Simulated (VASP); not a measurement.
**SrTiO3: single point with PBE**

Crystal: SrTiO3.

```xyz
5
Lattice="3.9062 0.0000 0.0000 0.0000 3.9062 0.0000 0.0000 0.0000 4.3900" Properties=species:S:1:pos:R:3 pbc="T T T"
Sr    1.9531    1.9531    2.1950
Ti    0.0000    0.0000    0.0000
O     0.0000    0.0000    2.1950
O     0.0000    1.9531    0.0000
O     1.9531    0.0000    0.0000
```

The cell was built from a structure type or drawn by symmetry, and may not be a known phase.

| Item | Value |
| --- | --- |
| Program | VASP 6.6.1 |
| Task | single point |
| Functional | PBE |
| Potentials or basis | VASP PAW PBE potentials, release 64 (Sr_sv, Ti_sv, O) |
| Cutoff | 520 eV |
| k mesh | 4 × 4 × 4 |
| Occupations | gaussian, width 0.1 eV |
| Spin | collinear spin |
| Starting moments | [0.0, 1.0, 0.0, 0.0, 0.0] μB |
| Dipole correction | no |
| Further INCAR settings | ALGO = Normal; EDIFF = 1e-07; NBANDS = 32 |

```yaml
Pressure: -9.8 GPa
Band_gap_on_the_k_mesh: 1.44 eV (least direct gap 1.97 eV)
Net_moment: 0.00 μB per cell
Valence_electrons_inside_the_program's_atomic_spheres: Sr 7.94; Ti 10.13; O 4.96, 5.03 (each value once)
```

Stress tensor (GPa, compression positive):
```
 -5.23   0.00   0.00
  0.00  -5.23   0.00
  0.00   0.00 -18.90
```

Levels at points of the mesh, in eV from the valence-band top:
Spin up:
```csv
k point,band 17,band 18,band 19,band 20,band 21,band 22,band 23,band 24
"(0.00, 0.00, 0.00)",-0.99,-0.56,-0.53,-0.53,1.44,1.44,1.60,2.84
"(0.50, 0.00, 0.00)",-2.34,-1.83,-0.98,-0.82,1.59,3.05,3.36,3.42
"(0.50, 0.50, 0.00)",-1.79,-1.25,-1.25,-0.03,3.37,3.37,3.54,3.90
"(0.00, 0.00, 0.50)",-1.57,-1.57,-0.79,-0.79,1.66,2.52,2.52,3.84
"(0.50, 0.00, 0.50)",-1.91,-1.84,-1.77,-0.50,2.52,3.42,3.46,4.44
"(0.50, 0.50, 0.50)",-3.26,-0.28,-0.28,0.00,3.59,3.59,4.03,6.06
```
Spin down:
| k point | band 16 | band 17 | band 18 | band 19 | band 20 | band 21 | band 22 | band 23 | band 24 | band 25 |
| --- | --- | --- | --- | --- | --- | --- | --- | --- | --- | --- |
| (0.00, 0.00, 0.00) | -0.99 | -0.99 | -0.56 | -0.53 | -0.53 | 1.44 | 1.44 | 1.60 | 2.84 | 3.84 |
| (0.50, 0.00, 0.00) | -2.47 | -2.34 | -1.83 | -0.98 | -0.82 | 1.59 | 3.05 | 3.36 | 3.42 | 5.63 |
| (0.50, 0.50, 0.00) | -3.06 | -1.79 | -1.25 | -1.25 | -0.03 | 3.37 | 3.37 | 3.54 | 3.90 | 7.48 |
| (0.00, 0.00, 0.50) | -1.80 | -1.57 | -1.57 | -0.79 | -0.79 | 1.66 | 2.52 | 2.52 | 3.84 | 4.82 |
| (0.50, 0.00, 0.50) | -2.11 | -1.91 | -1.84 | -1.77 | -0.50 | 2.52 | 3.42 | 3.46 | 4.44 | 6.50 |
| (0.50, 0.50, 0.50) | -3.39 | -3.26 | -0.28 | -0.28 | 0.00 | 3.59 | 3.59 | 4.03 | 6.06 | 6.06 |

Wall time 3.2 min on 1 thread of AMD EPYC 7R13, on a shared host, peak memory 0.21 GiB.

Caveat: the cell stands under tension. A k mesh can miss the band edges.
